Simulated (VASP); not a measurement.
# Ti (Im-3m) in VASP: further runs

Ti is run at these levels: PBEsol; tasks: single point.

Everything below comes from runs of VASP 6.6.1. Logs are shortened: lines on timing, memory, paths and dates and some standing lists are left out, and cuts for length are marked.

## Step 1: The cell of the first run

Symmetry: Im-3m, No. 229, cubic system. The conventional cell has a = 3.424 Å, b = 3.424 Å, c = 3.424 Å, α = 90.00°, β = 90.00°, γ = 90.00°. Ti (site symmetry m-3m) has 14 Ti at 2.96 to 3.42 Å within 3.9 Å.

This isn't the form of Ti at room conditions, which is hcp.

## Step 2: Single point, PBEsol (strained)

INCAR reads:

```
SYSTEM = Ti
PREC = Accurate
ENCUT = 520
EDIFF = 1E-6
ISMEAR = 0
SIGMA = 0.1
LREAL = .FALSE.
LASPH = .TRUE.
NELM = 100
ALGO = Normal
ISIF = 2
LWAVE = .FALSE.
LCHARG = .TRUE.
GGA = PS
LELF = .TRUE.
LVHAR = .TRUE.
NBANDS = 12
```

KPOINTS reads:

```
Automatic mesh
0
G
  18 18 18
  0 0 0
```

POSCAR reads:

```
Ti
1.0
   -1.7118255600      1.7118255600      1.7118255600
    1.7118255600     -1.7118255600      1.7118255600
    1.7118255600      1.7118255600     -1.7118255600
Ti
1
Direct
    0.0000000000      0.0000000000      0.0000000000
```

Potentials or basis: VASP PAW PBE potentials, release 64 (Ti_sv).

The run is started by

```bash
$ cat potpaw_PBE.64/Ti_sv/POTCAR > POTCAR
$ mpirun -np 1 vasp_std > vasp.out
```

OUTCAR:

```text
SYSTEM = Ti
   PREC = Accurate
   ENCUT = 520
   EDIFF = 1E-6
   ISMEAR = 0
   LREAL = .FALSE.
   LASPH = .TRUE.
   NELM = 100
   ISIF = 2
   GGA = PS

 ion  position               nearest neighbor table
   1  0.000  0.000  0.000-

  LATTYP: Found a body centered cubic cell.
 ALAT       =     3.4236511200

  Lattice vectors:

 A1 = (  -1.7118255600,   1.7118255600,   1.7118255600)
 A2 = (   1.7118255600,  -1.7118255600,   1.7118255600)
 A3 = (   1.7118255600,   1.7118255600,  -1.7118255600)

Analysis of symmetry for initial positions (statically):
=====================================================================
 Subroutine PRICEL returns:
 Original cell was already a primitive cell.

 Routine SETGRP: Setting up the symmetry group for a
 body centered cubic supercell.

 Subroutine GETGRP returns: Found 48 space group operations
 (whereof 48 operations were pure point group operations)
 out of a pool of 48 trial point group operations.

The static configuration has the point symmetry O_h .

Analysis of symmetry for dynamics (positions and initial velocities):
=====================================================================
 Subroutine PRICEL returns:
 Original cell was already a primitive cell.

 Routine SETGRP: Setting up the symmetry group for a
 body centered cubic supercell.

 Subroutine GETGRP returns: Found 48 space group operations
 (whereof 48 operations were pure point group operations)
 out of a pool of 48 trial point group operations.

The dynamic configuration has the point symmetry O_h .

 Subroutine INISYM returns: Found 48 space group operations
 (whereof 48 operations are pure point group operations),
 and found     1 'primitive' translations

----------------------------------------------------------------------------------------

                                     Primitive cell

  volume of cell :      20.0650

  direct lattice vectors                    reciprocal lattice vectors
    -1.711825560  1.711825560  1.711825560     0.000000000  0.292085836  0.292085836
     1.711825560 -1.711825560  1.711825560     0.292085836  0.000000000  0.292085836
     1.711825560  1.711825560 -1.711825560     0.292085836  0.292085836  0.000000000

  length of vectors
     2.964968844  2.964968844  2.964968844     0.413071751  0.413071751  0.413071751

  position of ions in fractional coordinates (direct lattice)
     0.000000000  0.000000000  0.000000000

[... 82 lines left out ...]
   ISYM   =      2    0-nonsym 1-usesym 2-fastsym
   POTIM  = 0.5000    time-step for ionic-motion
   TEBEG  =    0.0;   TEEND  =   0.0 temperature during run
   PSTRESS=    0.0 pullay stress
   NELECT =      12.0000    total number of electrons
   NUPDOWN=      -1.0000    fix difference up-down
   EMIN   =  10.00;   EMAX   =-10.00  energy-range for DOS
   EFERMI =   0.00;   METHOD = LEGACY
   ISMEAR =     0;   SIGMA  =   0.10  broadening in eV -4-tet -1-fermi 0-gaus
   EFERMI_NEDOS =   21; number of points for ismear=-14 and -15
   IALGO  =     38    algorithm
   IMIX   =      4    mixing-type and parameters
     AMIX     =   0.40;   BMIX     =  1.00
     AMIX_MAG =   1.60;   BMIX_MAG =  1.00
  volume/ion in A,a.u.               =      20.06       135.41
  Fermi-wavevector in a.u.,A,eV,Ry     =   1.379290  2.606481 25.884298  1.902442
  Thomas-Fermi vector in A             =   2.504274
   LORBIT       =      0    0 simple, 1 ext, 2 COOP (PROOUT), +10 PAW based schemes
   GGA     = PS    functional components
   LHFCALC =     F    Hartree Fock is set to
   AEXX    =    0.0000 exact exchange contribution
   IVDW    =     0    specifies the selected vdW correction
   LEPSILON=     F    determine dielectric tensor
   LRPA    =     F    only Hartree local field effects (RPA)
 non-spin polarized calculation
 Gauss-broadening in eV      SIGMA  =   0.10
  energy-cutoff  :      520.00
  volume of cell :       20.06
 maximum number of plane-waves:       559
 NGX is ok and might be reduce to    24
   NGX = 11   NGY = 11   NGZ = 11

 number of electron      11.9999997 magnetization

 Free energy of the ion-electron system (eV)
  ---------------------------------------------------
  ext. energy  EPLUGINS =         0.00000000
  ---------------------------------------------------
  free energy    TOTEN  =        -8.03961844 eV

  energy without entropy =       -8.02618768  energy(sigma->0) =       -8.03290306

 E-fermi :   6.5546     XC(G=0): -10.9606

 val. band max:        6.5419793633   @ k =   0.5000   0.5000   0.1111
 cond. band min:       6.5700120058   @ k =  -0.4444   0.4444   0.1111
 fundamental gap:      0.0280326424
 Fermi energy:         6.5545500734

 k-point     1 :       0.0000    0.0000    0.0000
  band No.  band energies     occupation
      1     -50.0420      2.00000
      2     -26.1263      2.00000
      3     -26.1263      2.00000
      4     -26.1263      2.00000
      5       0.9394      2.00000
      6       7.3997      0.00000
      7       7.3997      0.00000
      8       7.3997      0.00000
      9       8.8766      0.00000
     10       8.8766      0.00000
     11      22.9625      0.00000
     12      22.9625      0.00000
[... 331 lines left out ...]
 k-point    24 :       0.3889    0.1111   -0.0000
  band No.  band energies     occupation
      1     -49.9685      2.00000
      2     -26.5213      2.00000
      3     -26.2739      2.00000
      4     -26.1456      2.00000
      5       4.5721      2.00000
      6       6.2987      1.99970
      7       6.8721      0.00001
      8       8.7892      0.00000
      9       9.2290      0.00000
     10      10.3803      0.00000
     11      14.2121      0.00000
     12      18.4213      0.00000

 [... further k-points ...]

------------------------ aborting loop because EDIFF is reached ----------------------------------------

  FORCE on cell =-STRESS in cart. coord.  units (eV):
  Direction    XX          YY          ZZ          XY          YZ          ZX
  --------------------------------------------------------------------------------------
  -------------------------------------------------------------------------------------
  Total       -1.9704775     -1.9704775     -1.9704775      0.0000000      0.0000000      0.0000000
  in kB     -157.3415998   -157.3415998   -157.3415998      0.0000000      0.0000000      0.0000000
  external PRESSURE =    -157.3415998 kB  Pullay stress =       0.0000000 kB

 VOLUME and BASIS-vectors are now :
 -----------------------------------------------------------------------------
  energy-cutoff  :      520.00
  volume of cell :       20.06
      direct lattice vectors                 reciprocal lattice vectors
    -1.711825560  1.711825560  1.711825560     0.000000000  0.292085836  0.292085836
     1.711825560 -1.711825560  1.711825560     0.292085836  0.000000000  0.292085836
     1.711825560  1.711825560 -1.711825560     0.292085836  0.292085836  0.000000000

 POSITION                                       TOTAL-FORCE (eV/Angst)
 -----------------------------------------------------------------------------------
      0.00000      0.00000      0.00000        -0.000000     -0.000000     -0.000000
 -----------------------------------------------------------------------------------
    total drift:                                0.000000      0.000000      0.000000

  FREE ENERGIE OF THE ION-ELECTRON SYSTEM (eV)
  ---------------------------------------------------
  free  energy   TOTEN  =        -8.0396184395 eV

  energy  without entropy=       -8.0261876806  energy(sigma->0) =       -8.03290306
```

OSZICAR:

```text
N       E                     dE             d eps       ncg     rms          rms(c)
DAV:   1     0.847377570580E+02    0.84738E+02   -0.64710E+03  4688   0.116E+03
DAV:   2    -0.497008231267E+01   -0.89708E+02   -0.87583E+02  4784   0.291E+02
DAV:   3    -0.941534032186E+01   -0.44453E+01   -0.43870E+01  6724   0.646E+01
DAV:   4    -0.949926508579E+01   -0.83925E-01   -0.83836E-01  5288   0.799E+00
DAV:   5    -0.950114261896E+01   -0.18775E-02   -0.18775E-02  5692   0.107E+00    0.788E+00
DAV:   6    -0.804171037063E+01    0.14594E+01   -0.38046E+00  5008   0.256E+01    0.178E+00
DAV:   7    -0.803661575904E+01    0.50946E-02   -0.73251E-02  5372   0.258E+00    0.114E+00
DAV:   8    -0.803925562213E+01   -0.26399E-02   -0.29529E-02  5068   0.215E+00    0.872E-02
DAV:   9    -0.803957781877E+01   -0.32220E-03   -0.12592E-03  5728   0.390E-01    0.587E-02
DAV:  10    -0.803962390936E+01   -0.46091E-04   -0.22185E-04  5048   0.144E-01    0.122E-02
DAV:  11    -0.803961888267E+01    0.50267E-05   -0.31551E-05  5372   0.808E-02    0.115E-02
DAV:  12    -0.803961843953E+01    0.44315E-06   -0.40000E-06  5520   0.259E-02
   1 F= -.80396184E+01 E0= -.80329031E+01  d E =-.134308E-01
```

stdout:

```text
POSCAR found type information on POSCAR Ti
 POSCAR found :  1 types and       1 ions
 scaLAPACK will be used
 -----------------------------------------------------------------------------
|                                                                             |
|                                                                             |
|     You enforced a specific xc type in the INCAR file but a different       |
|     I HOPE YOU KNOW WHAT YOU ARE DOING!                                     |
|                                                                             |
 -----------------------------------------------------------------------------

 LDA part: xc-table for (Slater+PW92), standard interpolation
 POSCAR, INCAR and KPOINTS ok, starting setup
 FFT: planning ... GRIDC
 FFT: planning ... GRID_SOFT
 FFT: planning ... GRID
 WAVECAR not read
 entering main loop
```

Wall time 31 s (1 thread of Intel Xeon 8259CL, shared host); peak memory 0.17 GiB.

Results:

| Item | Value |
| --- | --- |
| Free energy | -8.0396 eV |
| Pressure | -15.7 GPa |
| Band gap on the k mesh | zero (bands 6 and 7 overlap by 1.43 eV) |

Caveat: the cell differs from its parent crystal (strained); the cell stands under tension; the PAW data sets were made with another functional, which shifts forces and pressure a little.

## Step 3: Single point, PBEsol

INCAR reads:

```
ALGO = Fast ; EDIFF = 1E-6
ENCUT = 520 ; GGA = PS
ISIF = 2 ; ISMEAR = 0
LASPH = T ; LCHARG = F
LREAL = F ; LWAVE = F
NBANDS = 12 ; NELM = 80
PREC = Accurate ; SIGMA = 0.1
```

KPOINTS reads:

```
k-points
0
Gamma
  18 18 18
```

POSCAR is that of step 2.

Potentials or basis: VASP PAW PBE potentials, release 64 (Ti_sv).

The run is started by

```bash
$ cat potpaw_PBE.64/Ti_sv/POTCAR > POTCAR
$ mpirun -np 1 vasp_std > vasp.out
```

OUTCAR:

```text
EDIFF = 1E-6
   ENCUT = 520
   GGA = PS
   ISIF = 2
   ISMEAR = 0
   LASPH = T
   LREAL = F
   NELM = 80
   PREC = Accurate

 ion  position               nearest neighbor table
   1  0.000  0.000  0.000-

  LATTYP: Found a body centered cubic cell.
 ALAT       =     3.4236511200

  Lattice vectors:

 A1 = (  -1.7118255600,   1.7118255600,   1.7118255600)
 A2 = (   1.7118255600,  -1.7118255600,   1.7118255600)
 A3 = (   1.7118255600,   1.7118255600,  -1.7118255600)

Analysis of symmetry for initial positions (statically):
=====================================================================
 Subroutine PRICEL returns:
 Original cell was already a primitive cell.

 Routine SETGRP: Setting up the symmetry group for a
 body centered cubic supercell.

 Subroutine GETGRP returns: Found 48 space group operations
 (whereof 48 operations were pure point group operations)
 out of a pool of 48 trial point group operations.

The static configuration has the point symmetry O_h .

Analysis of symmetry for dynamics (positions and initial velocities):
=====================================================================
 Subroutine PRICEL returns:
 Original cell was already a primitive cell.

 Routine SETGRP: Setting up the symmetry group for a
 body centered cubic supercell.

 Subroutine GETGRP returns: Found 48 space group operations
 (whereof 48 operations were pure point group operations)
 out of a pool of 48 trial point group operations.

The dynamic configuration has the point symmetry O_h .

 Subroutine INISYM returns: Found 48 space group operations
 (whereof 48 operations are pure point group operations),
 and found     1 'primitive' translations

----------------------------------------------------------------------------------------

                                     Primitive cell

  volume of cell :      20.0650

[... 107 lines left out ...]
  volume/ion in A,a.u.               =      20.06       135.41
  Fermi-wavevector in a.u.,A,eV,Ry     =   1.379290  2.606481 25.884298  1.902442
  Thomas-Fermi vector in A             =   2.504274
   LORBIT       =      0    0 simple, 1 ext, 2 COOP (PROOUT), +10 PAW based schemes
   GGA     = PS    functional components
   LHFCALC =     F    Hartree Fock is set to
   AEXX    =    0.0000 exact exchange contribution
   IVDW    =     0    specifies the selected vdW correction
   LEPSILON=     F    determine dielectric tensor
   LRPA    =     F    only Hartree local field effects (RPA)
 non-spin polarized calculation
 RMM-DIIS sequential band-by-band and
 Gauss-broadening in eV      SIGMA  =   0.10
  energy-cutoff  :      520.00
  volume of cell :       20.06
 maximum number of plane-waves:       559
 NGX is ok and might be reduce to    24
   NGX = 11   NGY = 11   NGZ = 11

 number of electron      11.9999997 magnetization

 Free energy of the ion-electron system (eV)
  ---------------------------------------------------
  ext. energy  EPLUGINS =         0.00000000
  ---------------------------------------------------
  free energy    TOTEN  =        -8.03961750 eV

  energy without entropy =       -8.02618678  energy(sigma->0) =       -8.03290214

 E-fermi :   6.5549     XC(G=0): -10.9608

 val. band max:        6.5423011209   @ k =   0.5000   0.5000   0.1111
 cond. band min:       6.5703324568   @ k =  -0.4444   0.4444   0.1111
 fundamental gap:      0.0280313359
 Fermi energy:         6.5549411851

 k-point     1 :       0.0000    0.0000    0.0000
  band No.  band energies     occupation
      1     -50.0420      2.00000
      2     -26.1263      2.00000
      3     -26.1263      2.00000
      4     -26.1263      2.00000
      5       0.9401      2.00000
      6       7.4000      0.00000
      7       7.4000      0.00000
      8       7.4000      0.00000
      9       8.8768      0.00000
     10       8.8768      0.00000
     11      22.9631      0.00000
     12      22.9631      0.00000
[... 331 lines left out ...]
 k-point    24 :       0.3889    0.1111   -0.0000
  band No.  band energies     occupation
      1     -49.9685      2.00000
      2     -26.5212      2.00000
      3     -26.2738      2.00000
      4     -26.1455      2.00000
      5       4.5725      2.00000
      6       6.2991      1.99970
      7       6.8726      0.00001
      8       8.7895      0.00000
      9       9.2292      0.00000
     10      10.3805      0.00000
     11      14.2123      0.00000
     12      18.4224      0.00000

 [... further k-points ...]
[... 5 lines left out ...]
  --------------------------------------------------------------------------------------
  -------------------------------------------------------------------------------------
  Total       -2.0193303     -2.0193303     -2.0193303      0.0000000      0.0000000     -0.0000000
  in kB     -161.2424690   -161.2424690   -161.2424690      0.0000000      0.0000000     -0.0000000
  external PRESSURE =    -161.2424690 kB  Pullay stress =       0.0000000 kB

 VOLUME and BASIS-vectors are now :
 -----------------------------------------------------------------------------
  energy-cutoff  :      520.00
  volume of cell :       20.06
      direct lattice vectors                 reciprocal lattice vectors
    -1.711825560  1.711825560  1.711825560     0.000000000  0.292085836  0.292085836
     1.711825560 -1.711825560  1.711825560     0.292085836  0.000000000  0.292085836
     1.711825560  1.711825560 -1.711825560     0.292085836  0.292085836  0.000000000

 POSITION                                       TOTAL-FORCE (eV/Angst)
 -----------------------------------------------------------------------------------
      0.00000      0.00000      0.00000         0.000000      0.000000      0.000000
 -----------------------------------------------------------------------------------
    total drift:                                0.000000      0.000000     -0.000000

  FREE ENERGIE OF THE ION-ELECTRON SYSTEM (eV)
  ---------------------------------------------------
  free  energy   TOTEN  =        -8.0396174986 eV

  energy  without entropy=       -8.0261867838  energy(sigma->0) =       -8.03290214
```

Wall time 69 s (1 thread of Intel Xeon 8259CL, shared host); peak memory 0.17 GiB.

Results:

- Free energy: -8.0396 eV
- Pressure: -16.1 GPa
- Band gap on the k mesh: zero (bands 6 and 7 overlap by 1.43 eV)

Caveat: the cell stands under tension; the PAW data sets were made with another functional, which shifts forces and pressure a little.

(Part 1 of 2 ends here.)
